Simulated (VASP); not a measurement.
# CdO (rock salt type) (Fm-3m) in VASP: single point with PBE

Aim: the single point of CdO (rock salt type) with PBE.

Program: VASP 6.6.1. These are calculated values, not measurements. Logs are shortened: lines on timing, memory, paths and dates and some standing lists are left out, and cuts for length are marked.

## Step 1: The cell of the first run

It takes space group Fm-3m (No. 225, cubic). The conventional cell has a = 4.799 Å, b = 4.799 Å, c = 4.799 Å, α = 90.00°, β = 90.00°, γ = 90.00°. Within 3.2 Å of Cd (site symmetry m-3m) lie 6 O at 2.40 Å. Within 3.2 Å of O (site symmetry m-3m) lie 6 Cd at 2.40 Å.

## Step 2: Single point, PBE

The input, INCAR:

```
SYSTEM = CdO
PREC = Accurate ; ENCUT = 600
EDIFF = 1E-6 ; ISMEAR = -1
SIGMA = 0.06122561905347299 ; LREAL = .FALSE.
LASPH = .TRUE. ; NELM = 120
ALGO = Normal ; ISIF = 2
LWAVE = .FALSE. ; LCHARG = .TRUE.
GGA = PE ; LELF = .TRUE.
LVHAR = .TRUE. ; NBANDS = 16
GGA_COMPAT = .FALSE.
```

The input, KPOINTS:

```
regular mesh
0
G
  39 39 39
  0 0 0
```

The input, POSCAR:

```
CdO
1.0
    0.0000000000      2.3995922315      2.3995922315
    2.3995922315      0.0000000000      2.3995922315
    2.3995922315      2.3995922315      0.0000000000
Cd O
1 1
Direct
    0.0000000000      0.0000000000      0.0000000000
    0.5000000000      0.5000000000      0.5000000000
```

Potentials or basis: VASP PAW PBE potentials, release 64 (Cd, O).

The run is started by

```sh
$ cat potpaw_PBE.64/Cd/POTCAR potpaw_PBE.64/O/POTCAR > POTCAR
$ mpirun -np 1 vasp_std > vasp.out
```

OUTCAR:

```text
SYSTEM = CdO
   PREC = Accurate
   ENCUT = 600
   EDIFF = 1E-6
   ISMEAR = -1
   LREAL = .FALSE.
   LASPH = .TRUE.
   NELM = 120
   ISIF = 2
   GGA = PE

 ion  position               nearest neighbor table
   1  0.000  0.000  0.000-   2 2.40   2 2.40   2 2.40   2 2.40   2 2.40   2 2.40
   2  0.500  0.500  0.500-   1 2.40   1 2.40   1 2.40   1 2.40   1 2.40   1 2.40

  LATTYP: Found a face centered cubic cell.
 ALAT       =     4.7991844630

  Lattice vectors:

 A1 = (   0.0000000000,   2.3995922315,   2.3995922315)
 A2 = (   2.3995922315,   0.0000000000,   2.3995922315)
 A3 = (   2.3995922315,   2.3995922315,   0.0000000000)

Analysis of symmetry for initial positions (statically):
=====================================================================
 Subroutine PRICEL returns:
 Original cell was already a primitive cell.

 Routine SETGRP: Setting up the symmetry group for a
 face centered cubic supercell.

 Subroutine GETGRP returns: Found 48 space group operations
 (whereof 48 operations were pure point group operations)
 out of a pool of 48 trial point group operations.

The static configuration has the point symmetry O_h .

Analysis of symmetry for dynamics (positions and initial velocities):
=====================================================================
 Subroutine PRICEL returns:
 Original cell was already a primitive cell.

 Routine SETGRP: Setting up the symmetry group for a
 face centered cubic supercell.

 Subroutine GETGRP returns: Found 48 space group operations
 (whereof 48 operations were pure point group operations)
 out of a pool of 48 trial point group operations.

The dynamic configuration has the point symmetry O_h .

 Subroutine INISYM returns: Found 48 space group operations
 (whereof 48 operations are pure point group operations),
 and found     1 'primitive' translations

----------------------------------------------------------------------------------------

                                     Primitive cell

  volume of cell :      27.6339

  direct lattice vectors                    reciprocal lattice vectors
     0.000000000  2.399592231  2.399592231    -0.208368736  0.208368736  0.208368736
     2.399592231  0.000000000  2.399592231     0.208368736 -0.208368736  0.208368736
     2.399592231  2.399592231  0.000000000     0.208368736  0.208368736 -0.208368736

  length of vectors
     3.393535878  3.393535878  3.393535878     0.360905237  0.360905237  0.360905237

[... 71 lines left out ...]
   PREC   = accura    normal or accurate (medium, high low for compatibility)
   ISTART =      0    job   : 0-new  1-cont  2-samecut
   ICHARG =      2    charge: 1-file 2-atom 10-const
   ISPIN  =      1    spin polarized calculation?
   LNONCOLLINEAR =      F non collinear calculations
   LSORBIT =      F    spin-orbit coupling
   LASPH  =      T    aspherical Exc in radial PAW
   ENCUT  =  600.0 eV  44.10 Ry    6.64 a.u.   6.78  6.78  6.78*2*pi/ulx,y,z
   NELM   =    120;   NELMIN=  2; NELMDL= -5     # of ELM steps
   EDIFF  = 0.1E-05   stopping-criterion for ELM
   LREAL  =      F    real-space projection
[... 7 lines left out ...]
   TEBEG  =    0.0;   TEEND  =   0.0 temperature during run
   PSTRESS=    0.0 pullay stress
   NELECT =      18.0000    total number of electrons
   NUPDOWN=      -1.0000    fix difference up-down
   EMIN   =  10.00;   EMAX   =-10.00  energy-range for DOS
   EFERMI =   0.00;   METHOD = LEGACY
   ISMEAR =    -1;   SIGMA  =   0.06  broadening in eV -4-tet -1-fermi 0-gaus
   EFERMI_NEDOS =   21; number of points for ismear=-14 and -15
   IALGO  =     38    algorithm
   IMIX   =      4    mixing-type and parameters
     AMIX     =   0.40;   BMIX     =  1.00
     AMIX_MAG =   1.60;   BMIX_MAG =  1.00
  volume/ion in A,a.u.               =      13.82        93.24
  Fermi-wavevector in a.u.,A,eV,Ry     =   1.419117  2.681742 27.400681  2.013893
  Thomas-Fermi vector in A             =   2.540171
   LORBIT       =      0    0 simple, 1 ext, 2 COOP (PROOUT), +10 PAW based schemes
   GGA     = PE    functional components
   LHFCALC =     F    Hartree Fock is set to
   AEXX    =    0.0000 exact exchange contribution
   IVDW    =     0    specifies the selected vdW correction
   LEPSILON=     F    determine dielectric tensor
   LRPA    =     F    only Hartree local field effects (RPA)
 non-spin polarized calculation
  energy-cutoff  :      600.00
  volume of cell :       27.63
 maximum number of plane-waves:       941
   NGX = 13   NGY = 13   NGZ = 13

 number of electron      17.9999995 magnetization

 Free energy of the ion-electron system (eV)
  ---------------------------------------------------
  ext. energy  EPLUGINS =         0.00000000
  ---------------------------------------------------
  free energy    TOTEN  =        -7.73025258 eV

  energy without entropy =       -7.72880620  energy(sigma->0) =       -7.72952939

 E-fermi :   1.6281     XC(G=0): -11.3460

 val. band max:        1.5686791393   @ k =   0.0769   0.0513   0.0256
 cond. band min:       1.6412277114   @ k =   0.0769   0.0256   0.0000
 fundamental gap:      0.0725485720
 Fermi energy:         1.6280775367

 k-point     1 :       0.0000    0.0000    0.0000
  band No.  band energies     occupation
      1     -15.4632      2.00000
      2      -5.1452      2.00000
      3      -5.1452      2.00000
      4      -5.1452      2.00000
      5      -4.8785      2.00000
      6      -4.8785      2.00000
[... 433 lines left out ...]
      3      -5.1290      2.00000
      4      -5.1284      2.00000
      5      -4.9569      2.00000
      6      -4.9030      2.00000
[... 8 lines left out ...]
     15      18.7548      0.00000
     16      19.7273      0.00000

 [... further k-points ...]

------------------------ aborting loop because EDIFF is reached ----------------------------------------

  FORCE on cell =-STRESS in cart. coord.  units (eV):
  Direction    XX          YY          ZZ          XY          YZ          ZX
  --------------------------------------------------------------------------------------
  -------------------------------------------------------------------------------------
  Total       -0.2525115     -0.2525115     -0.2525115      0.0000000      0.0000000      0.0000000
  in kB      -14.6402816    -14.6402816    -14.6402816      0.0000000      0.0000000      0.0000000
  external PRESSURE =     -14.6402816 kB  Pullay stress =       0.0000000 kB

 VOLUME and BASIS-vectors are now :
 -----------------------------------------------------------------------------
  energy-cutoff  :      600.00
  volume of cell :       27.63
      direct lattice vectors                 reciprocal lattice vectors
     0.000000000  2.399592231  2.399592231    -0.208368736  0.208368736  0.208368736
     2.399592231  0.000000000  2.399592231     0.208368736 -0.208368736  0.208368736
     2.399592231  2.399592231  0.000000000     0.208368736  0.208368736 -0.208368736

 POSITION                                       TOTAL-FORCE (eV/Angst)
 -----------------------------------------------------------------------------------
      0.00000      0.00000      0.00000         0.000000      0.000000     -0.000000
      2.39959      2.39959      2.39959         0.000000     -0.000000      0.000000
 -----------------------------------------------------------------------------------
    total drift:                                0.000000      0.000000      0.000000

  FREE ENERGIE OF THE ION-ELECTRON SYSTEM (eV)
  ---------------------------------------------------
  free  energy   TOTEN  =        -7.7302525797 eV

  energy  without entropy=       -7.7288061976  energy(sigma->0) =       -7.72952939
```

OSZICAR:

```text
N       E                     dE             d eps       ncg     rms          rms(c)
DAV:   1     0.124361215267E+03    0.12436E+03   -0.11239E+04 51576   0.128E+03
DAV:   2    -0.573273374197E+01   -0.13009E+03   -0.11851E+03 55808   0.301E+02
DAV:   3    -0.956130516656E+01   -0.38286E+01   -0.38210E+01 60112   0.567E+01
DAV:   4    -0.957111466615E+01   -0.98095E-02   -0.98093E-02 61536   0.276E+00
DAV:   5    -0.957114405812E+01   -0.29392E-04   -0.29392E-04 61800   0.136E-01    0.976E+00
DAV:   6    -0.782353655465E+01    0.17476E+01   -0.53060E+00 67496   0.381E+01    0.854E+00
DAV:   7    -0.775119426275E+01    0.72342E-01   -0.72020E-01 52576   0.805E+00    0.415E+00
DAV:   8    -0.773289347760E+01    0.18301E-01   -0.10616E-01 52336   0.286E+00    0.682E-01
DAV:   9    -0.773013951468E+01    0.27540E-02   -0.66351E-03 59624   0.788E-01    0.127E-01
DAV:  10    -0.773020536103E+01   -0.65846E-04   -0.10692E-03 54392   0.306E-01    0.454E-02
DAV:  11    -0.773025568929E+01   -0.50328E-04   -0.56479E-05 57696   0.712E-02    0.147E-02
DAV:  12    -0.773025267424E+01    0.30151E-05   -0.64852E-06 58840   0.247E-02    0.538E-03
DAV:  13    -0.773025257966E+01    0.94574E-07   -0.46854E-07 40384   0.826E-03
   1 F= -.77302526E+01 E0= -.77295294E+01  d E =-.144638E-02
```

stdout:

```text
POSCAR found type information on POSCAR CdO
 POSCAR found :  2 types and       2 ions
 scaLAPACK will be used
 LDA part: xc-table for (Slater+PW92), standard interpolation
 POSCAR, INCAR and KPOINTS ok, starting setup
 FFT: planning ... GRIDC
 FFT: planning ... GRID_SOFT
 FFT: planning ... GRID
 WAVECAR not read
 entering main loop
```

It took 5.2 min on 1 thread of Intel Xeon 6975P-C (Granite Rapids), shared host; peak memory 0.85 GiB.

What came out:

```
Free energy            : -7.7303 eV
Pressure               : -1.5 GPa
Band gap on the k mesh : zero (bands 9 and 10 overlap by 0.54 eV)
```

Levels at points of the mesh, in eV from the Fermi level:
```tsv
k point	band 5	band 6	band 7	band 8	band 9	band 10	band 11	band 12	band 13	band 14
(0.00, 0.00, 0.00)	-6.51	-6.51	-1.27	-1.27	-1.27	-0.71	14.72	16.43	16.43	16.43
```

Caveat: semilocal functionals underestimate gaps, so a narrow gap can read as zero.
